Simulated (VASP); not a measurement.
ZnS:

```
Zn S
1.0
     3.82054    0.00000    0.00000
    -1.91027    3.30869    0.00000
     0.00000    0.00000    6.08359
Zn S
2 2
Direct
  0.66667 0.33333 0.49626
  0.33333 0.66667 0.99626
  0.33333 0.66667 0.37874
  0.66667 0.33333 0.87874
```

- Program: VASP 6.6.1
- Task: relaxation of cell and atoms
- Functional: PBEsol
- Potentials or basis: VASP PAW PBE potentials, release 64 (Zn, S)
- Cutoff: 600 eV
- k mesh: 12 × 12 × 6
- Occupations: gaussian, width 0.02 eV
- Spin: no spin polarisation

At the start: pressure 0.3 GPa; volume 19.23 Å³/atom.

Q: How do energy, volume and symmetry change on relaxing?

A: Over 9 steps the energy falls by 4.0 meV/atom and the volume is 19.28 Å³/atom (+0.3 %); space group P6_3mc (No. 186, to 0.05 Å).

The path:
```
step  energy change (eV)  largest force (eV/Å)  pressure (GPa)  volume (Å³)
   1              0.0000                0.0871            0.25        76.90
   2             -0.0083                0.1297           -0.08        77.23
   3             -0.0101                0.1629           -0.38        77.54
   4             -0.0152                0.0638           -0.06        77.22
   5             -0.0156                0.0299           -0.07        77.11
   6             -0.0156                0.0197            0.04        77.08
   7             -0.0156                0.0232            0.01        77.09
   8             -0.0159                0.0133           -0.04        77.14
   9             -0.0160                0.0028           -0.06        77.13
```

Final structure:
```
Zn S
1.0
     3.78533    0.00000    0.00000
    -1.89267    3.27820    0.00000
     0.00000    0.00000    6.21554
Zn S
2 2
Direct
  0.66667 0.33333 0.50049
  0.33333 0.66667 0.00049
  0.33333 0.66667 0.37451
  0.66667 0.33333 0.87451
```

Caveat: the PAW data sets were made with another functional, which shifts forces and pressure a little.
